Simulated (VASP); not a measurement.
Write the native input for VASP 6.6.1 that does the following.

```
Task                   : relaxation of cell and atoms
Functional             : PBE
Potentials or basis    : VASP PAW PBE potentials, release 64 (Ca_sv, Zr_sv)
Cutoff                 : 600 eV
k mesh                 : 6 × 6 × 4
Occupations            : gaussian, width 0.1 eV
Spin                   : no spin polarisation
Dipole correction      : no
Further INCAR settings : ALGO = Normal; EDIFF = 1e-06; IBRION = 2; EDIFFG = -0.04; NSW = 90; ISIF = 3
```

The structure of CaZr lies in POSCAR:

```
CaZr
1.0
    3.2934149460      0.0000000000      0.0000000000
   -1.6467074730      2.8521810085      0.0000000000
    0.0000000000      0.0000000000      4.9383388192
Ca Zr
1 1
Direct
    0.6666666667      0.3333333333      0.0000000000
    0.0000000000      0.0000000000      0.5000000000
```

These files were run (other wordings do the same):

INCAR

```
SYSTEM = CaZr
PREC = Accurate
ENCUT = 600
EDIFF = 1E-6
ISMEAR = 0
SIGMA = 0.1
LREAL = .False.
LASPH = .True.
NELM = 100
ALGO = Normal
ISIF = 3
LWAVE = .False.
LCHARG = .False.
GGA = PE
IBRION = 2
NSW = 90
EDIFFG = -0.04
```

KPOINTS

```
Automatic mesh
0
Gamma
  6 6 4
  0 0 0
```

Potentials or basis: VASP PAW PBE potentials, release 64 (Ca_sv, Zr_sv).

Launch:

```console
$ cat potpaw_PBE.64/Ca_sv/POTCAR potpaw_PBE.64/Zr_sv/POTCAR > POTCAR
$ mpirun -np 1 vasp_std > vasp.out
```

Results of the run:

| Item | Value |
| --- | --- |
| Relaxed volume | 28.30 Å³/atom |
| Relaxed cell | a = 3.331 Å, b = 3.331 Å, c = 5.889 Å, α = 90.00°, β = 90.00°, γ = 120.00° |
| Space group after relaxing (to 0.1 Å) | P-6m2 (No. 187) |
| Energy gained by relaxing | 259.9 meV/atom |
| Ionic steps | 10 |
| Pressure after relaxing | 0.1 GPa |
| Band gap on the k mesh | zero (bands 11 and 12 overlap by 0.46 eV) |

Caveat: the k points lie up to 0.36 Å⁻¹ apart in the final cell; the volume moved by over 15 % at a fixed basis, so the end points are rough.

Wall time 110 s on 1 thread of Intel(R) Xeon(R) 6975P-C (Granite Rapids) (shared host), peak memory 0.19 GiB.
